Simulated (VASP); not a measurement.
## SiC: single point with PBE

SiC:

```
CELL_PARAMETERS angstrom
3.07600 0.00000 0.00000
-1.53800 2.66389 0.00000
0.00000 0.00000 5.04800
ATOMIC_POSITIONS crystal
Si 0.40585 0.71975 0.03962
Si 0.66667 0.33333 0.50000
C 0.33333 0.66667 0.38500
C 0.66667 0.33333 0.88500
```

This cell differs from its parent crystal: atom 1 (Si) moved by (+0.200, +0.200) A along [1 1 0] and z.

```json
{
  "Program": "VASP 6.6.1",
  "Task": "single point",
  "Functional": "PBE",
  "Potentials or basis": "VASP PAW PBE potentials, release 64 (Si, C)",
  "Cutoff": "520 eV",
  "k mesh": "6 × 6 × 4",
  "Occupations": "gaussian, width 0.05 eV",
  "Spin": "no spin polarisation",
  "Dipole correction": "no",
  "Further INCAR settings": "ALGO = Normal; EDIFF = 1e-06; NBANDS = 16"
}
```

The pressure is 6.9 GPa. The largest force is 5.574 eV/Å. The band gap on the k mesh is 0.78 eV, indirect (least direct gap 2.99 eV).

Forces on the atoms (eV/Å):
```
Si  -1.274 -2.084 -5.010
Si   0.084  0.112  2.618
C    0.181  0.185  1.718
C    1.010  1.787  0.674
```

Stress tensor (GPa, compression positive):
```
 2.29 -1.28 -1.52
-1.28  6.88 -3.42
-1.52 -3.42 11.61
```

Levels at points of the mesh, in eV from the valence-band top:
```csv
k point,band 6,band 7,band 8,band 9,band 10,band 11
"(0.00, 0.00, 0.00)",-1.69,-1.23,0.00,3.20,4.96,5.19
"(0.50, 0.00, 0.00)",-4.91,-4.47,-2.32,1.28,2.71,5.41
"(0.00, 0.50, 0.00)",-4.84,-4.76,-1.63,1.41,2.86,5.64
"(0.50, 0.50, 0.00)",-4.78,-4.74,-1.71,1.28,2.77,5.52
"(0.00, 0.00, 0.50)",-2.75,-1.61,-0.20,3.79,5.24,5.33
"(0.50, 0.00, 0.50)",-4.06,-3.32,-3.07,1.72,2.12,3.85
"(0.00, 0.50, 0.50)",-4.00,-3.33,-2.30,1.55,1.83,4.09
"(0.50, 0.50, 0.50)",-4.08,-3.34,-2.32,1.59,1.87,4.01
```

Run time: 40 s on 1 thread of AMD EPYC 7R43 64-Core Processor (Zen 3), with other jobs on the host, peak memory 0.14 GiB.

Caveat: the cell differs from its parent crystal (atom 1 (Si) moved by (+0.200, +0.200) A along [1 1 0] and z); forces of over 1 eV/Å act on the atoms, so gaps and moduli don't describe the material at rest. A k mesh can miss the band edges.
